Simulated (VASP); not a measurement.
# LuH2 (Fm-3m) in VASP: relaxation of cell and atoms with PBEsol

Aim: the relaxation of cell and atoms of LuH2 with PBEsol.

Program: VASP 6.6.1. These are calculated values, not measurements. Logs are shortened: lines on timing, memory, paths and dates and some standing lists are left out, and cuts for length are marked.

**1. The cell of the first run**

It takes space group Fm-3m (No. 225, cubic). Conventional cell: a = 4.959 Å, b = 4.959 Å, c = 4.959 Å, α = 90.00°, β = 90.00°, γ = 90.00°. Within 2.8 Å of Lu (site symmetry m-3m) lie 8 H at 2.15 Å. Within 2.8 Å of H (site symmetry -43m) lie 4 Lu at 2.15 Å and 6 H at 2.48 Å.

**2. Relaxation of cell and atoms, PBEsol**

Input file INCAR:

```
PREC = Accurate ; ENCUT = 600
EDIFF = 1E-6 ; ISMEAR = -1
SIGMA = 0.15 ; LREAL = F
LASPH = T ; NELM = 100
ALGO = Normal ; ISIF = 3
LWAVE = F ; LCHARG = F
GGA = PS ; IBRION = 2
NSW = 80 ; EDIFFG = -0.001
```

Input file KPOINTS:

```
regular mesh
0
Gamma
  14 14 14
```

Input file POSCAR:

```
LuH2
1.0
    0.0000000000      2.4793084034      2.4793084034
    2.4793084034      0.0000000000      2.4793084034
    2.4793084034      2.4793084034      0.0000000000
Lu H
1 2
Direct
    0.0000000000      0.0000000000      0.0000000000
    0.2500000000      0.2500000000      0.2500000000
    0.7500000000      0.7500000000      0.7500000000
```

Potentials or basis: VASP PAW PBE potentials, release 64 (Lu, H).

Started as:

```
$ cat potpaw_PBE.64/Lu/POTCAR potpaw_PBE.64/H/POTCAR > POTCAR
$ mpirun -np 1 vasp_std > vasp.out
```

OUTCAR:

```text
PREC = Accurate
   ENCUT = 600
   EDIFF = 1E-6
   ISMEAR = -1
   LREAL = F
   LASPH = T
   NELM = 100
   ISIF = 3
   GGA = PS
   IBRION = 2
   NSW = 80
   EDIFFG = -0.001

 ion  position               nearest neighbor table
   1  0.000  0.000  0.000-   3 2.15   3 2.15   3 2.15   2 2.15   3 2.15   2 2.15   2 2.15   2 2.15

   2  0.250  0.250  0.250-   1 2.15   1 2.15   1 2.15   1 2.15
   3  0.750  0.750  0.750-   1 2.15   1 2.15   1 2.15   1 2.15

  LATTYP: Found a face centered cubic cell.
 ALAT       =     4.9586168068

  Lattice vectors:

 A1 = (   0.0000000000,   2.4793084034,   2.4793084034)
 A2 = (   2.4793084034,   0.0000000000,   2.4793084034)
 A3 = (   2.4793084034,   2.4793084034,   0.0000000000)

Analysis of symmetry for initial positions (statically):
=====================================================================
 Subroutine PRICEL returns:
 Original cell was already a primitive cell.

 Routine SETGRP: Setting up the symmetry group for a
 face centered cubic supercell.

 Subroutine GETGRP returns: Found 48 space group operations
 (whereof 48 operations were pure point group operations)
 out of a pool of 48 trial point group operations.

The static configuration has the point symmetry O_h .

Analysis of symmetry for dynamics (positions and initial velocities):
=====================================================================
 Subroutine PRICEL returns:
 Original cell was already a primitive cell.

 Routine SETGRP: Setting up the symmetry group for a
 face centered cubic supercell.

 Subroutine GETGRP returns: Found 48 space group operations
 (whereof 48 operations were pure point group operations)
 out of a pool of 48 trial point group operations.

The dynamic configuration has the point symmetry O_h .

 Subroutine INISYM returns: Found 48 space group operations
 (whereof 48 operations are pure point group operations),
 and found     1 'primitive' translations

----------------------------------------------------------------------------------------

                                     Primitive cell

  volume of cell :      30.4805

  direct lattice vectors                    reciprocal lattice vectors
     0.000000000  2.479308403  2.479308403    -0.201669143  0.201669143  0.201669143
     2.479308403  0.000000000  2.479308403     0.201669143 -0.201669143  0.201669143
     2.479308403  2.479308403  0.000000000     0.201669143  0.201669143 -0.201669143

  length of vectors
     3.506271569  3.506271569  3.506271569     0.349301201  0.349301201  0.349301201

  position of ions in fractional coordinates (direct lattice)
     0.000000000  0.000000000  0.000000000
     0.250000000  0.250000000  0.250000000
     0.750000000  0.750000000  0.750000000

  ion indices of the primitive-cell ions
   primitive index   ion index
                 1           1
                 2           2
                 3           3

----------------------------------------------------------------------------------------

 KPOINTS: regular mesh

Automatic generation of k-mesh.
 Grid dimensions read from file:
 generate k-points for:   14   14   14

 Generating k-lattice:

  Cartesian coordinates                     Fractional coordinates (reciprocal lattice)
    -0.014404939  0.014404939  0.014404939     0.071428571  0.000000000  0.000000000
     0.014404939 -0.014404939  0.014404939     0.000000000  0.071428571  0.000000000
     0.014404939  0.014404939 -0.014404939     0.000000000  0.000000000  0.071428571

  Length of vectors
     0.024950086  0.024950086  0.024950086

  Shift w.r.t. Gamma in fractional coordinates (k-lattice)
     0.000000000  0.000000000  0.000000000

 Subroutine IBZKPT returns following result:
 ===========================================

 Found    104 irreducible k-points:

 Following reciprocal coordinates:
            Coordinates               Weight
  0.000000  0.000000  0.000000      1.000000
  0.071429  0.000000  0.000000      8.000000
  0.142857  0.000000  0.000000      8.000000
  0.214286  0.000000  0.000000      8.000000
  0.285714  0.000000  0.000000      8.000000
  0.357143  0.000000  0.000000      8.000000
[... 16 lines left out ...]
  0.214286  0.142857  0.000000     24.000000
  0.285714  0.142857  0.000000     24.000000
 [... further k-points ...]
   k-points           NKPTS =    104   k-points in BZ     NKDIM =    104   number of bands    NBANDS=     17
   number of dos      NEDOS =    301   number of ions     NIONS =      3
   total plane-waves  NPLWV =  21952
   dimension x,y,z NGX =    28 NGY =   28 NGZ =   28
   dimension x,y,z NGXF=    56 NGYF=   56 NGZF=   56
   ions per type =               1   2
   NGX,Y,Z   is equivalent  to a cutoff of  13.28, 13.28, 13.28 a.u.
   NGXF,Y,Z  is equivalent  to a cutoff of  26.55, 26.55, 26.55 a.u.
 SYSTEM =  unknown system
   PREC   = accura    normal or accurate (medium, high low for compatibility)
   ISTART =      0    job   : 0-new  1-cont  2-samecut
   ICHARG =      2    charge: 1-file 2-atom 10-const
   ISPIN  =      1    spin polarized calculation?
   LNONCOLLINEAR =      F non collinear calculations
   LSORBIT =      F    spin-orbit coupling
   LASPH  =      T    aspherical Exc in radial PAW
   ENCUT  =  600.0 eV  44.10 Ry    6.64 a.u.   7.00  7.00  7.00*2*pi/ulx,y,z
   NELM   =    100;   NELMIN=  2; NELMDL= -5     # of ELM steps
   EDIFF  = 0.1E-05   stopping-criterion for ELM
   LREAL  =      F    real-space projection
   EDIFFG = -.1E-02   stopping-criterion for IOM
   NSW    =     80    number of steps for IOM
   IBRION =      2    ionic relax: 0-MD 1-quasi-New 2-CG
   NFREE  =      1    steps in history (QN), initial steepest desc. (CG)
   ISIF   =      3    stress and relaxation
   ISYM   =      2    0-nonsym 1-usesym 2-fastsym
   POTIM  = 0.5000    time-step for ionic-motion
   TEBEG  =    0.0;   TEEND  =   0.0 temperature during run
   PSTRESS=    0.0 pullay stress
   NELECT =      27.0000    total number of electrons
   NUPDOWN=      -1.0000    fix difference up-down
   EMIN   =  10.00;   EMAX   =-10.00  energy-range for DOS
   EFERMI =   0.00;   METHOD = LEGACY
   ISMEAR =    -1;   SIGMA  =   0.15  broadening in eV -4-tet -1-fermi 0-gaus
   EFERMI_NEDOS =   21; number of points for ismear=-14 and -15
   IALGO  =     38    algorithm
   IMIX   =      4    mixing-type and parameters
     AMIX     =   0.40;   BMIX     =  1.00
     AMIX_MAG =   1.60;   BMIX_MAG =  1.00
  volume/ion in A,a.u.               =      10.16        68.56
  Fermi-wavevector in a.u.,A,eV,Ry     =   1.572252  2.971126 33.633287  2.471977
  Thomas-Fermi vector in A             =   2.673714
   LORBIT       =      0    0 simple, 1 ext, 2 COOP (PROOUT), +10 PAW based schemes
   GGA     = PS    functional components
   LHFCALC =     F    Hartree Fock is set to
   AEXX    =    0.0000 exact exchange contribution
   IVDW    =     0    specifies the selected vdW correction
   LEPSILON=     F    determine dielectric tensor
   LRPA    =     F    only Hartree local field effects (RPA)
 conjugate gradient relaxation of ions
 non-spin polarized calculation
  energy-cutoff  :      600.00
  volume of cell :       30.48
 maximum number of plane-waves:      1034
   NGX = 13   NGY = 13   NGZ = 13

--------------------------------------- Ionic step        1  -------------------------------------------

 number of electron      26.9999997 magnetization

 Free energy of the ion-electron system (eV)
  ---------------------------------------------------
  ext. energy  EPLUGINS =         0.00000000
  ---------------------------------------------------
  free energy    TOTEN  =       -13.72247840 eV

  energy without entropy =      -13.67967000  energy(sigma->0) =      -13.70107420

------------------------ aborting loop because EDIFF is reached ----------------------------------------

  FORCE on cell =-STRESS in cart. coord.  units (eV):
  Direction    XX          YY          ZZ          XY          YZ          ZX
  --------------------------------------------------------------------------------------
  -------------------------------------------------------------------------------------
  Total        0.0931942      0.0931942      0.0931942     -0.0000000     -0.0000000      0.0000000
  in kB        4.8986662      4.8986662      4.8986662     -0.0000000     -0.0000000      0.0000000
  external PRESSURE =       4.8986662 kB  Pullay stress =       0.0000000 kB
[... 92 lines left out ...]
  FREE ENERGIE OF THE ION-ELECTRON SYSTEM (eV)
  ---------------------------------------------------
  free  energy   TOTEN  =       -13.7226922769 eV

  energy  without entropy=      -13.6797360600  energy(sigma->0) =      -13.70121417

[... ionic steps 4 to 10 ...]

--------------------------------------- Ionic step       11  -------------------------------------------

 number of electron      26.9999997 magnetization

------------------------ aborting loop because EDIFF is reached ----------------------------------------

  FORCE on cell =-STRESS in cart. coord.  units (eV):
  Direction    XX          YY          ZZ          XY          YZ          ZX
  --------------------------------------------------------------------------------------
  -------------------------------------------------------------------------------------
  Total       -0.0033623     -0.0033623     -0.0033623     -0.0000000     -0.0000000      0.0000000
  in kB       -0.1759145     -0.1759145     -0.1759145     -0.0000000     -0.0000000      0.0000000
  external PRESSURE =      -0.1759145 kB  Pullay stress =       0.0000000 kB
[... 59 lines left out ...]
  energy  without entropy=      -13.6797623860  energy(sigma->0) =      -13.70122935

--------------------------------------- Ionic step       13  -------------------------------------------

 number of electron      26.9999997 magnetization

 Free energy of the ion-electron system (eV)
  ---------------------------------------------------
  ext. energy  EPLUGINS =         0.00000000
  ---------------------------------------------------
  free energy    TOTEN  =       -13.72269456 eV

  energy without entropy =      -13.67974383  energy(sigma->0) =      -13.70121920

 E-fermi :   2.6641     XC(G=0): -11.3843

 val. band max:        2.5965869242   @ k =  -0.3571   0.2143   0.0000
 cond. band min:       2.6756993799   @ k =   0.4286   0.2143   0.0000
 fundamental gap:      0.0791124556
 Fermi energy:         2.6641178207

 k-point     1 :       0.0000    0.0000    0.0000
  band No.  band energies     occupation
      1     -53.3461      2.00000
      2     -23.8459      2.00000
      3     -23.8459      2.00000
      4     -23.8459      2.00000
      5      -6.7659      2.00000
      6      -2.4707      2.00000
[... 9 lines left out ...]
     16       4.0754      0.00016
     17       7.0320      0.00000
[... 443 lines left out ...]
      1     -53.3304      2.00000
      2     -24.1078      2.00000
      3     -23.9103      2.00000
      4     -23.9080      2.00000
      5      -5.1199      2.00000
      6      -2.4999      2.00000
[... 9 lines left out ...]
     16       5.7344      0.00000
     17       7.6772      0.00000

 [... further k-points ...]
[... 5 lines left out ...]
  --------------------------------------------------------------------------------------
  -------------------------------------------------------------------------------------
  Total        0.0017780      0.0017780      0.0017780     -0.0000000      0.0000000     -0.0000000
  in kB        0.0929656      0.0929656      0.0929656     -0.0000000      0.0000000     -0.0000000
  external PRESSURE =       0.0929656 kB  Pullay stress =       0.0000000 kB
[... 18 lines left out ...]
  FREE ENERGIE OF THE ION-ELECTRON SYSTEM (eV)
  ---------------------------------------------------
  free  energy   TOTEN  =       -13.7226945603 eV

  energy  without entropy=      -13.6797438347  energy(sigma->0) =      -13.70121920

 reached required accuracy - stopping structural energy minimisation
```

It took 9.5 min on 1 thread of Oxide Virtual Turin-like, shared host; peak memory 0.2 GiB.

Results:

```
Free energy                            : -13.7227 eV
Relaxed volume                         : 10.21 Å³/atom
Relaxed cell                           : a = 3.512 Å, b = 3.512 Å, c = 3.512 Å, α = 60.00°, β = 60.00°, γ = 60.00°
Space group after relaxing (to 0.05 Å) : Fm-3m (No. 225)
Energy gained by relaxing              : 0.1 meV/atom
Ionic steps                            : 13
Pressure after relaxing                : 0.0 GPa
```

The path:
| step | energy change (eV) | largest force (eV/Å) | pressure (GPa) | volume (Å³) |
| --- | --- | --- | --- | --- |
| 1 | 0.0000 | 0.0000 | 0.49 | 30.48 |
| 2 | -0.0002 | 0.0000 | 0.06 | 30.62 |
| 3 | -0.0002 | 0.0000 | 0.02 | 30.65 |
| 4 | -0.0002 | 0.0000 | -0.24 | 30.71 |
| 5 | -0.0002 | 0.0000 | -0.09 | 30.65 |
| 6 | -0.0002 | 0.0000 | -0.07 | 30.63 |
| 7 | -0.0002 | 0.0000 | 0.22 | 30.56 |
| 8 | -0.0002 | 0.0000 | 0.07 | 30.61 |
| 9 | -0.0002 | 0.0000 | 0.06 | 30.62 |
| 10 | -0.0002 | 0.0000 | 0.08 | 30.62 |
| 11 | -0.0002 | 0.0000 | -0.02 | 30.62 |
| 12 | -0.0002 | 0.0000 | 0.14 | 30.62 |
| 13 | -0.0002 | 0.0000 | 0.01 | 30.64 |

Final structure:
```
Lu H
1.0
     0.00000    2.48368    2.48368
     2.48368    0.00000    2.48368
     2.48368    2.48368    0.00000
Lu H
1 2
Direct
  0.00000 0.00000 0.00000
  0.25000 0.25000 0.25000
  0.75000 0.75000 0.75000
```

Levels at points of the mesh, in eV from the Fermi level:
| k point | band 11 | band 12 | band 13 | band 14 | band 15 | band 16 |
| --- | --- | --- | --- | --- | --- | --- |
| (0.00, 0.00, 0.00) | -4.71 | -4.71 | -0.33 | 1.41 | 1.41 | 1.41 |
| (0.50, 0.00, 0.00) | -4.73 | -4.71 | -3.77 | 1.48 | 1.48 | 5.05 |
| (0.50, 0.50, 0.00) | -4.74 | -4.74 | -3.82 | -2.41 | 6.19 | 6.28 |

Caveat: the PAW data sets were made with another functional, which shifts forces and pressure a little; spin-orbit coupling is left out, which moves the levels of the heavy elements.
